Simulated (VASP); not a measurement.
Li2Se, 3 atoms in the cell. Symmetry: Fm-3m, No. 225, cubic system. The conventional cell has a = 5.987 Å, b = 5.987 Å, c = 5.987 Å, α = 90.00°, β = 90.00°, γ = 90.00°. Li (site symmetry -43m) has 4 Se at 2.59 Å and 6 Li at 2.99 Å within 3.4 Å. Se (site symmetry m-3m) has 8 Li at 2.59 Å within 3.4 Å. 

| Quantity | Value |
| --- | --- |
| Program | VASP 6.6.1 |
| Task | single point |
| Functional | PBE |
| Potentials or basis | VASP PAW PBE potentials, release 64 (Li_sv, Se) |
| Cutoff | 750 eV |
| k mesh | 8 × 8 × 8 |
| Occupations | fermi-dirac, width 0.02 eV |
| Spin | no spin polarisation |
| Dipole correction | no |
| Further INCAR settings | ALGO = Normal; EDIFF = 1e-06; NBANDS = 13 |

Potentials or basis: VASP PAW PBE potentials, release 64 (Li_sv, Se).

Run with:

```console
$ cat potpaw_PBE.64/Li_sv/POTCAR potpaw_PBE.64/Se/POTCAR > POTCAR
$ mpirun -np 1 vasp_std > vasp.out
```

Hardware: 1 thread of Intel Xeon 8259CL, on a shared host.

Q: How long does it take, and how much memory?

A: Wall time 76 s on 1 thread of Intel Xeon 8259CL, with other jobs on the host, peak memory 0.25 GiB. Counts: scf iterations 14, k points 29.
